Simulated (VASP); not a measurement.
# Ge (Cmmm) in VASP: notebook

The runs below take Ge through single point, with r2SCAN.

Program: VASP 6.6.1. These are calculated values, not measurements. Logs are shortened: lines on timing, memory, paths and dates and some standing lists are left out, and cuts for length are marked.

### Step 1. The cell of the first run

Symmetry: Cmmm, No. 65, orthorhombic system. The conventional cell has a = 2.867 Å, b = 5.336 Å, c = 2.768 Å, α = 90.00°, β = 90.00°, γ = 90.00°. Ge (site symmetry mmm) has 8 Ge at 2.77 to 3.03 Å within 3.6 Å.

### Step 2. Single point, r2SCAN

The input, POSCAR:

```
Ge
1.0
    1.4334557363     -2.6680959893      0.0000000000
    1.4334557363      2.6680959893      0.0000000000
    0.0000000000      0.0000000000      2.7683450392
Ge
1
Direct
    0.5000000000      0.5000000000      0.0000000000
```

The input, INCAR.step1:

```
PREC = Accurate
ENCUT = 520
ISMEAR = 1
SIGMA = 0.1
LREAL = False
LASPH = True
NELM = 80
NBANDS = 13
GGA = PE
ALGO = Normal
EDIFF = 1E-4
LWAVE = True
LCHARG = False
```

The input, INCAR.step2:

```
PREC = Accurate
ENCUT = 520
EDIFF = 1E-7
ISMEAR = 1
SIGMA = 0.1
LREAL = False
LASPH = True
NELM = 80
ALGO = Normal
ISIF = 2
LWAVE = False
LCHARG = False
METAGGA = R2SCAN
LMIXTAU = True
NBANDS = 13
ISTART = 1
```

The input, KPOINTS:

```
regular mesh
0
Gamma
  12 12 11
```

Potentials or basis: VASP PAW PBE potentials, release 64 (Ge_d).

Command:

```
$ cat potpaw_PBE.64/Ge_d/POTCAR > POTCAR
$ cp INCAR.step1 INCAR
$ mpirun -np 1 vasp_std > vasp.out
$ cp INCAR.step2 INCAR
$ mpirun -np 1 vasp_std > vasp.out
```

OUTCAR:

```text
PREC = Accurate
   ENCUT = 520
   EDIFF = 1E-7
   ISMEAR = 1
   LREAL = False
   LASPH = True
   NELM = 80
   ISIF = 2
   METAGGA = R2SCAN
   ISTART = 1

 ion  position               nearest neighbor table
   1  0.500  0.500  0.000-

  LATTYP: Found a base centered orthorhombic cell.
 ALAT       =     2.8669114726
 B/A-ratio  =     1.8613033676
 C/A-ratio  =     0.9656192965

  Lattice vectors:

 A1 = (   1.4334557363,  -2.6680959893,   0.0000000000)
 A2 = (   1.4334557363,   2.6680959893,   0.0000000000)
 A3 = (   0.0000000000,   0.0000000000,   2.7683450392)

Analysis of symmetry for initial positions (statically):
=====================================================================
 Subroutine PRICEL returns:
 Original cell was already a primitive cell.

 Routine SETGRP: Setting up the symmetry group for a
 base centered orthorhombic supercell.

 Subroutine GETGRP returns: Found  8 space group operations
 (whereof  8 operations were pure point group operations)
 out of a pool of  8 trial point group operations.

The static configuration has the point symmetry D_2h.

Analysis of symmetry for dynamics (positions and initial velocities):
=====================================================================
 Subroutine PRICEL returns:
 Original cell was already a primitive cell.

 Routine SETGRP: Setting up the symmetry group for a
 base centered orthorhombic supercell.

 Subroutine GETGRP returns: Found  8 space group operations
 (whereof  8 operations were pure point group operations)
 out of a pool of  8 trial point group operations.

The dynamic configuration has the point symmetry D_2h.

 Subroutine INISYM returns: Found  8 space group operations
 (whereof  8 operations are pure point group operations),
 and found     1 'primitive' translations

----------------------------------------------------------------------------------------

                                     Primitive cell

  volume of cell :      21.1756

  direct lattice vectors                    reciprocal lattice vectors
     1.433455736 -2.668095989  0.000000000     0.348807422 -0.187399555  0.000000000
     1.433455736  2.668095989  0.000000000     0.348807422  0.187399555  0.000000000
     0.000000000  0.000000000  2.768345039     0.000000000  0.000000000  0.361226648

  length of vectors
     3.028783841  3.028783841  2.768345039     0.395961123  0.395961123  0.361226648

  position of ions in fractional coordinates (direct lattice)
     0.500000000  0.500000000  0.000000000

  ion indices of the primitive-cell ions
   primitive index   ion index
                 1           1

----------------------------------------------------------------------------------------

 KPOINTS: regular mesh

Automatic generation of k-mesh.
 Grid dimensions read from file:
 generate k-points for:   12   12   11

 Generating k-lattice:

  Cartesian coordinates                     Fractional coordinates (reciprocal lattice)
     0.029067285 -0.015616630  0.000000000     0.083333333  0.000000000  0.000000000
     0.029067285  0.015616630  0.000000000     0.000000000  0.083333333  0.000000000
     0.000000000  0.000000000  0.032838786     0.000000000  0.000000000  0.090909091

  Length of vectors
     0.032996760  0.032996760  0.032838786

  Shift w.r.t. Gamma in fractional coordinates (k-lattice)
     0.000000000  0.000000000  0.000000000

 Subroutine IBZKPT returns following result:
 ===========================================

 Found    258 irreducible k-points:

 Following reciprocal coordinates:
            Coordinates               Weight
  0.000000  0.000000  0.000000      1.000000
  0.083333 -0.000000  0.000000      4.000000
  0.166667  0.000000  0.000000      4.000000
  0.250000  0.000000  0.000000      4.000000
  0.333333  0.000000  0.000000      4.000000
  0.416667  0.000000  0.000000      4.000000
[... 16 lines left out ...]
  0.500000  0.166667  0.000000      4.000000
 -0.416667  0.166667  0.000000      4.000000
 [... further k-points ...]
   k-points           NKPTS =    258   k-points in BZ     NKDIM =    258   number of bands    NBANDS=     13
   number of dos      NEDOS =    301   number of ions     NIONS =      1
   total plane-waves  NPLWV =  13824
   dimension x,y,z NGX =    24 NGY =   24 NGZ =   24
   dimension x,y,z NGXF=    48 NGYF=   48 NGZF=   48
   ions per type =               1
   NGX,Y,Z   is equivalent  to a cutoff of  13.17, 13.17, 14.41 a.u.
   NGXF,Y,Z  is equivalent  to a cutoff of  26.35, 26.35, 28.83 a.u.
 SYSTEM =  unknown system
   PREC   = accura    normal or accurate (medium, high low for compatibility)
   ISTART =      1    job   : 0-new  1-cont  2-samecut
   ICHARG =      0    charge: 1-file 2-atom 10-const
   ISPIN  =      1    spin polarized calculation?
   LNONCOLLINEAR =      F non collinear calculations
   LSORBIT =      F    spin-orbit coupling
   LASPH  =      T    aspherical Exc in radial PAW
   ENCUT  =  520.0 eV  38.22 Ry    6.18 a.u.   5.63  5.63  5.15*2*pi/ulx,y,z
   NELM   =     80;   NELMIN=  2; NELMDL=  0     # of ELM steps
   EDIFF  = 0.1E-06   stopping-criterion for ELM
   LREAL  =      F    real-space projection
   EDIFFG = 0.1E-05   stopping-criterion for IOM
   NSW    =      0    number of steps for IOM
   IBRION =     -1    ionic relax: 0-MD 1-quasi-New 2-CG
   NFREE  =      0    steps in history (QN), initial steepest desc. (CG)
   ISIF   =      2    stress and relaxation
   ISYM   =      2    0-nonsym 1-usesym 2-fastsym
   POTIM  = 0.5000    time-step for ionic-motion
   TEBEG  =    0.0;   TEEND  =   0.0 temperature during run
   PSTRESS=    0.0 pullay stress
   NELECT =      14.0000    total number of electrons
   NUPDOWN=      -1.0000    fix difference up-down
   EMIN   =  10.00;   EMAX   =-10.00  energy-range for DOS
   EFERMI =   0.00;   METHOD = LEGACY
   ISMEAR =     1;   SIGMA  =   0.10  broadening in eV -4-tet -1-fermi 0-gaus
   EFERMI_NEDOS =   21; number of points for ismear=-14 and -15
   IALGO  =     38    algorithm
   IMIX   =      4    mixing-type and parameters
     AMIX     =   0.40;   BMIX     =  1.00
     AMIX_MAG =   1.60;   BMIX_MAG =  1.00
  volume/ion in A,a.u.               =      21.18       142.90
  Fermi-wavevector in a.u.,A,eV,Ry     =   1.426173  2.695076 27.673832  2.033969
  Thomas-Fermi vector in A             =   2.546478
   LORBIT       =      0    0 simple, 1 ext, 2 COOP (PROOUT), +10 PAW based schemes
   METAGGA = R2SCAN    functional components
   LHFCALC =     F    Hartree Fock is set to
   AEXX    =    0.0000 exact exchange contribution
   IVDW    =     0    specifies the selected vdW correction
   LEPSILON=     F    determine dielectric tensor
   LRPA    =     F    only Hartree local field effects (RPA)
 non-spin polarized calculation
 Methfessel and Paxton  Order N= 1 SIGMA  =   0.10
  energy-cutoff  :      520.00
  volume of cell :       21.18
 maximum number of plane-waves:       587
   NGX = 11   NGY = 11   NGZ = 11

 number of electron      13.9999995 magnetization

 Free energy of the ion-electron system (eV)
  ---------------------------------------------------
  ext. energy  EPLUGINS =         0.00000000
  ---------------------------------------------------
  free energy    TOTEN  =       -13.41911565 eV

  energy without entropy =      -13.41921722  energy(sigma->0) =      -13.41914950

 E-fermi :   5.3581     XC(G=0): -11.6474

 val. band max:        5.3506146608   @ k =  -0.3333   0.0833   0.0909
 cond. band min:       5.3685896053   @ k =  -0.2500   0.2500   0.0000
 fundamental gap:      0.0179749445
 Fermi energy:         5.3581390973

 k-point     1 :       0.0000    0.0000    0.0000
  band No.  band energies     occupation
      1     -20.1203      2.00000
      2     -20.0766      2.00000
      3     -20.0331      2.00000
      4     -19.9413      2.00000
      5     -19.9215      2.00000
      6      -7.5593      2.00000
      7      11.8829      0.00000
      8      12.2707      0.00000
      9      13.7322      0.00000
     10      15.5866      0.00000
     11      18.0963      0.00000
     12      20.4144      0.00000
     13      20.5839      0.00000

 k-point     2 :       0.0833   -0.0000    0.0000
  band No.  band energies     occupation
      1     -20.1162      2.00000
      2     -20.0703      2.00000
      3     -20.0339      2.00000
      4     -19.9422      2.00000
      5     -19.9244      2.00000
      6      -7.3923      2.00000
      7      11.5731      0.00000
      8      12.0422      0.00000
      9      12.4179      0.00000
     10      16.0390      0.00000
     11      17.9750      0.00000
     12      19.3685      0.00000
     13      21.4767      0.00000

 k-point     3 :       0.1667    0.0000    0.0000
  band No.  band energies     occupation
      1     -20.1071      2.00000
      2     -20.0561      2.00000
      3     -20.0307      2.00000
      4     -19.9450      2.00000
      5     -19.9317      2.00000
      6      -6.8925      2.00000
      7       9.2099      0.00000
      8      11.0880      0.00000
      9      12.5107      0.00000
     10      15.8221      0.00000
     11      17.2812      0.00000
     12      20.8887      0.00000
     13      23.7768      0.00000
[... 305 lines left out ...]
 k-point    23 :       0.5000    0.1667    0.0000
  band No.  band energies     occupation
      1     -20.0842      2.00000
      2     -20.0337      2.00000
      3     -19.9781      2.00000
      4     -19.9651      2.00000
      5     -19.9492      2.00000
      6      -3.3798      2.00000
      7       2.0822      2.00000
      8       5.4363      0.02964
      9      15.2716      0.00000
     10      17.6741      0.00000
     11      20.7065      0.00000
     12      23.5832      0.00000
     13      24.6120      0.00000

 k-point    24 :      -0.4167    0.1667    0.0000
  band No.  band energies     occupation
      1     -20.0842      2.00000
      2     -20.0481      2.00000
      3     -19.9891      2.00000
      4     -19.9620      2.00000
      5     -19.9422      2.00000
      6      -4.6637      2.00000
      7       4.0603      2.00000
      8       6.1329     -0.00000
      9      14.3868      0.00000
     10      18.1552      0.00000
     11      19.5055      0.00000
     12      24.4341      0.00000
     13      25.0816      0.00000

 [... further k-points ...]
[... 5 lines left out ...]
  --------------------------------------------------------------------------------------
  -------------------------------------------------------------------------------------
  Total       -0.9530116     -1.1610597     -0.7501709      0.0000000      0.0000000      0.0000000
  in kB      -72.1062366    -87.8474545    -56.7590152      0.0000000      0.0000000      0.0000000
  external PRESSURE =     -72.2375688 kB  Pullay stress =       0.0000000 kB

 VOLUME and BASIS-vectors are now :
 -----------------------------------------------------------------------------
  energy-cutoff  :      520.00
  volume of cell :       21.18
      direct lattice vectors                 reciprocal lattice vectors
     1.433455736 -2.668095989  0.000000000     0.348807422 -0.187399555  0.000000000
     1.433455736  2.668095989  0.000000000     0.348807422  0.187399555  0.000000000
     0.000000000  0.000000000  2.768345039     0.000000000  0.000000000  0.361226648

 POSITION                                       TOTAL-FORCE (eV/Angst)
 -----------------------------------------------------------------------------------
      1.43346      0.00000      0.00000        -0.000000      0.000000      0.000000
 -----------------------------------------------------------------------------------
    total drift:                               -0.000000     -0.000000     -0.000000

  FREE ENERGIE OF THE ION-ELECTRON SYSTEM (eV)
  ---------------------------------------------------
  free  energy   TOTEN  =       -13.4191156460 eV

  energy  without entropy=      -13.4192172193  energy(sigma->0) =      -13.41914950
```

Wall time 3.3 min (1 thread of Intel Xeon 8259CL, shared host); peak memory 0.19 GiB.

What came out:

```
Free energy            : -13.4191 eV
Pressure               : -7.2 GPa
Band gap on the k mesh : zero (bands 7 and 8 overlap by 9.61 eV)
```

Stress tensor (GPa, compression positive):
```
-7.21  0.00  0.00
 0.00 -8.78  0.00
 0.00  0.00 -5.68
```

Caveat: the cell stands under tension; the PAW data sets were made with another functional, which shifts forces and pressure a little.

### Step 3. Single point, r2SCAN

This run uses another cell than the first one, of 21.96 Å³/atom.

The input, POSCAR:

```
Ge
1.0
    1.4509386269     -2.7006369523      0.0000000000
    1.4509386269      2.7006369523      0.0000000000
    0.0000000000      0.0000000000      2.8021086721
Ge
1
Direct
    0.5000000000      0.5000000000      0.0000000000
```

The input, INCAR.step1:

```
PREC     = Accurate       # precision mode
ENCUT    = 520            # plane-wave cutoff, eV
ISMEAR   = 1              # smearing method
SIGMA    = 0.1            # smearing width, eV
LREAL    = False          # projectors in reciprocal space
LASPH    = True           # aspherical terms in the spheres
NELM     = 60             # most SCF steps
NBANDS   = 13             # bands
GGA      = PE             # functional
ALGO     = Normal         # electronic algorithm
EDIFF    = 1E-4           # SCF threshold, eV
LWAVE    = True           # write WAVECAR
LCHARG   = False          # write CHGCAR
```

The input, INCAR.step2:

```
PREC     = Accurate       # precision mode
ENCUT    = 520            # plane-wave cutoff, eV
EDIFF    = 1E-6           # SCF threshold, eV
ISMEAR   = 1              # smearing method
SIGMA    = 0.1            # smearing width, eV
LREAL    = False          # projectors in reciprocal space
LASPH    = True           # aspherical terms in the spheres
NELM     = 60             # most SCF steps
ALGO     = Normal         # electronic algorithm
ISIF     = 2              # what is computed and relaxed
LWAVE    = False          # write WAVECAR
LCHARG   = True           # write CHGCAR
METAGGA  = R2SCAN         # meta-GGA
LMIXTAU  = True         
LELF     = True           # ELF
LVHAR    = True         
NBANDS   = 13             # bands
ISTART   = 1
```

The input, KPOINTS:

```
Automatic mesh
0
Gamma
  12 12 11
```

Potentials or basis: VASP PAW PBE potentials, release 64 (Ge_d).

Command:

```
$ cat potpaw_PBE.64/Ge_d/POTCAR > POTCAR
$ cp INCAR.step1 INCAR
$ mpirun -np 1 vasp_std > vasp.out
$ cp INCAR.step2 INCAR
$ mpirun -np 1 vasp_std > vasp.out
```

Wall time 3.3 min (1 thread of Intel Xeon 8259CL, shared host); peak memory 0.19 GiB.

Results (log left out):

| Item | Value |
| --- | --- |
| Free energy | -13.3806 eV |
| Pressure | -8.6 GPa |
| Band gap on the k mesh | zero (bands 7 and 8 overlap by 9.27 eV) |

Stress tensor (GPa, compression positive):
```
-9.04  0.00  0.00
 0.00 -9.73  0.00
 0.00  0.00 -7.05
```

Levels at points of the mesh, in eV from the Fermi level:
```csv
k point,band 4,band 5,band 6,band 7,band 8,band 9,band 10,band 11
"(0.00, 0.00, 0.00)",-25.29,-25.27,-12.63,6.34,6.67,8.08,10.10,12.51
"(0.50, 0.00, 0.00)",-25.30,-25.30,-7.98,-4.93,3.29,7.62,9.82,16.10
"(0.50, 0.50, 0.00)",-25.31,-25.28,-8.79,-5.11,4.98,9.18,9.20,15.40
```

Caveat: the cell stands under tension; the PAW data sets were made with another functional, which shifts forces and pressure a little.
